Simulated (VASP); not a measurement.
## Hf: single point with PBEsol

Hf:

```
CELL_PARAMETERS angstrom
1.59305 1.59305 1.59305
-1.59305 1.59305 1.59305
-1.59305 -1.59305 1.59305
ATOMIC_POSITIONS crystal
Hf 0.00000 0.00000 0.00000
```

| Item | Value |
| --- | --- |
| Program | VASP 6.6.1 |
| Task | single point |
| Functional | PBEsol |
| Potentials or basis | VASP PAW PBE potentials, release 64 (Hf_pv) |
| Cutoff | 500 eV |
| k mesh | 10 × 10 × 10 |
| Occupations | methfessel-paxton, width 0.1 eV |
| Spin | no spin polarisation |
| Dipole correction | no |
| Further INCAR settings | ALGO = Normal; EDIFF = 1e-06; NBANDS = 11 |

```json
{
  "Pressure": "43.9 GPa",
  "Band gap on the k mesh": "zero (band 5 reaches 8.50 eV, above the bottom of band 6 at 6.15 eV)"
}
```

Levels at points of the mesh, in eV from the Fermi level:
```
           k point  band 1  band 2  band 3  band 4  band 5  band 6  band 7  band 8  band 9  band 10
(0.00, 0.00, 0.00)  -28.49  -28.49  -28.49   -7.90    1.68    1.68    1.68    5.52    5.52    14.35
(0.50, 0.00, 0.00)  -30.75  -29.18  -28.52   -4.55   -1.27    3.02    5.64    7.00   10.97    12.17
(0.50, 0.50, 0.50)  -30.00  -30.00  -30.00   -4.31   -4.31    9.57    9.57    9.57   10.48    10.48
```

Wall time 9.9 s on 1 thread of Intel Xeon 8259CL, on a shared host, peak memory 0.12 GiB.

Caveat: the PAW data sets were made with another functional, which shifts forces and pressure a little; spin-orbit coupling is left out, which moves the levels of the heavy elements.
